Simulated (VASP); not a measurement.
Here is a VASP 6.6.1 calculation.

INCAR

```
  PREC = Accurate
  ENCUT = 520
  EDIFF = 1E-7
  ISMEAR = 0
  SIGMA = 0.05
  LREAL = F
  LASPH = T
  NELM = 100
  ALGO = Normal
  ISIF = 2
  LWAVE = F
  LCHARG = F
  GGA = PE
  NBANDS = 26
```

KPOINTS

```
regular mesh
0
Gamma
  12 12 4
```

File POSCAR:

```
C
1.0
    2.5809689538      0.0000000000      0.0000000000
   -1.2904844769      2.2351846804      0.0000000000
    0.0000000000      0.0000000000      8.3045881819
C
8
Direct
    0.0000000000      0.0000000000      0.0929681641
    0.0000000000      0.0000000000      0.5929681641
    0.0000000000      0.0000000000      0.4070318359
    0.0000000000      0.0000000000      0.9070318359
    0.3333333333      0.6666666667      0.1555285626
    0.6666666667      0.3333333333      0.6555285626
    0.3333333333      0.6666666667      0.3444714374
    0.6666666667      0.3333333333      0.8444714374
```

Potentials or basis: VASP PAW PBE potentials, release 64 (C).

Launch:

```console
$ cat potpaw_PBE.64/C/POTCAR > POTCAR
$ mpirun -np 1 vasp_std > vasp.out
```

What does it give for the band gap on the k mesh?

4.14 eV, indirect (least direct gap 4.91 eV).

Estimate the largest force.

0.070 eV/Å.

Estimate the pressure.

-18.7 GPa.

Stress tensor (GPa, compression positive):
```
-27.55   0.00   0.00
  0.00 -27.55   0.00
  0.00   0.00  -0.95
```

Caveat: the cell differs from its parent crystal (strain +0.025 along x and y, +0.000 along z). A k mesh can miss the band edges.
